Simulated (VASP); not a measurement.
# TiAl (Amm2) in VASP: further runs

Runs on TiAl. Level: r2SCAN. Tasks: single point.

All numbers are computed with VASP 6.6.1; they aren't measurements. Logs are shortened: lines on timing, memory, paths and dates and some standing lists are left out, and cuts for length are marked.

## (1) The cell of the first run

It takes space group Amm2 (No. 38, orthorhombic). The conventional cell has a = 4.678 Å, b = 2.867 Å, c = 4.221 Å, α = 90.00°, β = 90.00°, γ = 90.00°. Ti (site symmetry mm2) has 6 Ti at 2.55 to 2.87 Å and 6 Al at 2.73 to 2.83 Å within 3.4 Å. Al (site symmetry mm2) has 6 Al at 2.55 to 2.87 Å and 6 Ti at 2.73 to 2.83 Å within 3.4 Å.

## (2) Single point, r2SCAN (strain -0.1500 x Voigt [0, 1, 0, 0, 0, 0])

Input file POSCAR:

```
TiAl
1.0
    2.8672622327      0.0000000000      0.0000000000
   -1.4336311163      2.1106536429      0.0000000000
    0.0000000000      0.0000000000      4.6780830000
Ti Al
1 1
Direct
    0.0000000000      0.0000000000      0.0000000000
    0.3333333333      0.6666666667      0.5000000000
```

Input file INCAR.step1:

```
SYSTEM = TiAl
PREC     = Accurate       ! precision mode
ENCUT    = 550            ! plane-wave cutoff, eV
ISMEAR   = 0              ! smearing method
SIGMA    = 0.15           ! smearing width, eV
LREAL    = .FALSE.        ! projectors in reciprocal space
LASPH    = .TRUE.         ! aspherical terms in the spheres
NELM     = 120            ! most SCF steps
NBANDS   = 14             ! bands
GGA      = PE             ! functional
ALGO     = Normal         ! electronic algorithm
EDIFF    = 1E-5           ! SCF threshold, eV
LWAVE    = .TRUE.         ! write WAVECAR
LCHARG   = .FALSE.        ! write CHGCAR
GGA_COMPAT= .FALSE.
```

Input file INCAR.step2:

```
SYSTEM = TiAl
PREC     = Accurate       ! precision mode
ENCUT    = 550            ! plane-wave cutoff, eV
EDIFF    = 1E-6           ! SCF threshold, eV
ISMEAR   = 0              ! smearing method
SIGMA    = 0.15           ! smearing width, eV
LREAL    = .FALSE.        ! projectors in reciprocal space
LASPH    = .TRUE.         ! aspherical terms in the spheres
NELM     = 120            ! most SCF steps
ALGO     = Normal         ! electronic algorithm
ISIF     = 2              ! what is computed and relaxed
LWAVE    = .FALSE.        ! write WAVECAR
LCHARG   = .TRUE.         ! write CHGCAR
METAGGA  = R2SCAN         ! meta-GGA
LMIXTAU  = .TRUE.       
LELF     = .TRUE.         ! ELF
LVHAR    = .TRUE.       
NBANDS   = 14             ! bands
ISTART   = 1            
GGA_COMPAT= .FALSE.
```

Input file KPOINTS:

```
Automatic mesh
0
G
  18 18 10
  0 0 0
```

Potentials or basis: VASP PAW PBE potentials, release 64 (Ti_sv, Al).

On the command line:

```sh
$ cat potpaw_PBE.64/Ti_sv/POTCAR potpaw_PBE.64/Al/POTCAR > POTCAR
$ cp INCAR.step1 INCAR
$ mpirun -np 1 vasp_std > vasp.out
$ cp INCAR.step2 INCAR
$ mpirun -np 1 vasp_std > vasp.out
```

OUTCAR:

```text
SYSTEM = TiAl
   PREC = Accurate
   ENCUT = 550
   EDIFF = 1E-6
   ISMEAR = 0
   LREAL = .FALSE.
   LASPH = .TRUE.
   NELM = 120
   ISIF = 2
   METAGGA = R2SCAN
   ISTART = 1

 ion  position               nearest neighbor table
   1  0.000  0.000  0.000-   2 2.73   2 2.73   2 2.83   2 2.83   2 2.83   2 2.83
   2  0.333  0.667  0.500-   1 2.73   1 2.73   1 2.83   1 2.83   1 2.83   1 2.83

  Warning from LATTYP: Monoclinic adjustment (A1->A3, A2->A1, A3->A2)!
  LATTYP: Found a base centered orthorhombic cell.
 ALAT       =     2.8672622327
 B/A-ratio  =     1.4722431864
 C/A-ratio  =     1.6315504549

  Lattice vectors:

 A1 = (   1.4336311163,  -2.1106536429,   0.0000000000)
 A2 = (   1.4336311164,   2.1106536429,   0.0000000000)
 A3 = (   0.0000000000,   0.0000000000,   4.6780830000)

Analysis of symmetry for initial positions (statically):
=====================================================================
 Subroutine PRICEL returns:
 Original cell was already a primitive cell.

 Routine SETGRP: Setting up the symmetry group for a
 base centered orthorhombic supercell.

 Subroutine GETGRP returns: Found  4 space group operations
 (whereof  4 operations were pure point group operations)
 out of a pool of  8 trial point group operations.

The static configuration has the point symmetry C_2v.

Analysis of symmetry for dynamics (positions and initial velocities):
=====================================================================
 Subroutine PRICEL returns:
 Original cell was already a primitive cell.

 Routine SETGRP: Setting up the symmetry group for a
 base centered orthorhombic supercell.

 Subroutine GETGRP returns: Found  4 space group operations
 (whereof  4 operations were pure point group operations)
 out of a pool of  8 trial point group operations.

The dynamic configuration has the point symmetry C_2v.

 Subroutine INISYM returns: Found  4 space group operations
 (whereof  4 operations are pure point group operations),
 and found     1 'primitive' translations

----------------------------------------------------------------------------------------

                                     Primitive cell

  volume of cell :      28.3108

  direct lattice vectors                    reciprocal lattice vectors
     2.867262233  0.000000000  0.000000000     0.348764751  0.236893439  0.000000000
    -1.433631116  2.110653643  0.000000000     0.000000000  0.473786878  0.000000000
     0.000000000  0.000000000  4.678083000     0.000000000  0.000000000  0.213762774
[... 95 lines left out ...]
   NELECT =      15.0000    total number of electrons
   NUPDOWN=      -1.0000    fix difference up-down
   EMIN   =  10.00;   EMAX   =-10.00  energy-range for DOS
   EFERMI =   0.00;   METHOD = LEGACY
   ISMEAR =     0;   SIGMA  =   0.15  broadening in eV -4-tet -1-fermi 0-gaus
   EFERMI_NEDOS =   21; number of points for ismear=-14 and -15
   IALGO  =     38    algorithm
   IMIX   =      4    mixing-type and parameters
     AMIX     =   0.40;   BMIX     =  1.00
     AMIX_MAG =   1.60;   BMIX_MAG =  1.00
  volume/ion in A,a.u.               =      14.16        95.53
  Fermi-wavevector in a.u.,A,eV,Ry     =   1.324711  2.503341 23.876310  1.754859
  Thomas-Fermi vector in A             =   2.454226
   LORBIT       =      0    0 simple, 1 ext, 2 COOP (PROOUT), +10 PAW based schemes
   METAGGA = R2SCAN    functional components
   LHFCALC =     F    Hartree Fock is set to
   AEXX    =    0.0000 exact exchange contribution
   IVDW    =     0    specifies the selected vdW correction
   LEPSILON=     F    determine dielectric tensor
   LRPA    =     F    only Hartree local field effects (RPA)
 non-spin polarized calculation
 Gauss-broadening in eV      SIGMA  =   0.15
  energy-cutoff  :      550.00
  volume of cell :       28.31
 maximum number of plane-waves:       850
 NGX is ok and might be reduce to    24
   NGX = 11   NGY =  9   NGZ = 17

 number of electron      15.0000001 magnetization

 Free energy of the ion-electron system (eV)
  ---------------------------------------------------
  ext. energy  EPLUGINS =         0.00000000
  ---------------------------------------------------
  free energy    TOTEN  =       -19.73637372 eV

  energy without entropy =      -19.71950494  energy(sigma->0) =      -19.72793933

 E-fermi :   9.8348     XC(G=0): -12.4778

 val. band max:        9.8293919002   @ k =   0.1667   0.1667   0.2000
 cond. band min:       9.8376892677   @ k =   0.5000   0.2222   0.5000
 fundamental gap:      0.0082973675
 Fermi energy:         9.8347850687

 k-point     1 :       0.0000    0.0000    0.0000
  band No.  band energies     occupation
      1     -48.7928      2.00000
      2     -24.0829      2.00000
      3     -23.3535      2.00000
      4     -23.1968      2.00000
      5      -0.8218      2.00000
      6       6.7734      2.00000
      7       6.8365      2.00000
      8      10.0673      0.02838
      9      12.8273      0.00000
     10      13.4630      0.00000
     11      13.5960      0.00000
     12      13.8458      0.00000
     13      22.8351      0.00000
     14      25.7358      0.00000
[... 377 lines left out ...]
      1     -48.6822      2.00000
      2     -23.9845      2.00000
      3     -23.8903      2.00000
      4     -23.3612      2.00000
      5       0.8983      2.00000
      6       7.1503      2.00000
      7       8.3207      2.00000
      8       9.8650      0.77572
      9      12.9558      0.00000
     10      13.5037      0.00000
     11      13.6493      0.00000
     12      14.0021      0.00000
     13      15.8934      0.00000
     14      21.0314      0.00000

 [... further k-points ...]

------------------------ aborting loop because EDIFF is reached ----------------------------------------

  FORCE on cell =-STRESS in cart. coord.  units (eV):
  Direction    XX          YY          ZZ          XY          YZ          ZX
  --------------------------------------------------------------------------------------
  -------------------------------------------------------------------------------------
  Total        3.5358935      7.0007997      1.4396418      0.0000000      0.0000000      0.0000000
  in kB      200.1047731    396.1922065     81.4728150      0.0000000      0.0000000      0.0000000
  external PRESSURE =     225.9232649 kB  Pullay stress =       0.0000000 kB

 VOLUME and BASIS-vectors are now :
 -----------------------------------------------------------------------------
  energy-cutoff  :      550.00
  volume of cell :       28.31
      direct lattice vectors                 reciprocal lattice vectors
     2.867262233  0.000000000  0.000000000     0.348764751  0.236893439  0.000000000
    -1.433631116  2.110653643  0.000000000     0.000000000  0.473786878  0.000000000
     0.000000000  0.000000000  4.678083000     0.000000000  0.000000000  0.213762774

 POSITION                                       TOTAL-FORCE (eV/Angst)
 -----------------------------------------------------------------------------------
      0.00000      0.00000      0.00000        -0.000000     -0.649006      0.000000
     -0.00000      1.40710      2.33904         0.000000      0.649006      0.000000
 -----------------------------------------------------------------------------------
    total drift:                               -0.000361     -0.000249     -0.000000

  FREE ENERGIE OF THE ION-ELECTRON SYSTEM (eV)
  ---------------------------------------------------
  free  energy   TOTEN  =       -19.7363737196 eV

  energy  without entropy=      -19.7195049440  energy(sigma->0) =      -19.72793933
```

Wall time 10 min (1 thread of AMD EPYC 9R45 (Zen 5), shared host); peak memory 0.32 GiB.

Results:

| Property | Result |
| --- | --- |
| Free energy | -19.7364 eV |
| Pressure | 22.6 GPa |
| Largest force | 0.649 eV/Å |
| Band gap on the k mesh | zero (an odd number of electrons rules out a gap without spin polarisation) |

Forces in eV/Å, atoms in the order of the input:
```
Ti   0.000 -0.649  0.000
Al   0.000  0.649  0.000
```

Caveat: the cell differs from its parent crystal (strain -0.1500 x Voigt [0, 1, 0, 0, 0, 0]); the stress differs along the axes, from 8 to 40 GPa; the PAW data sets were made with another functional, which shifts forces and pressure a little.

[end of part 1 of 2]
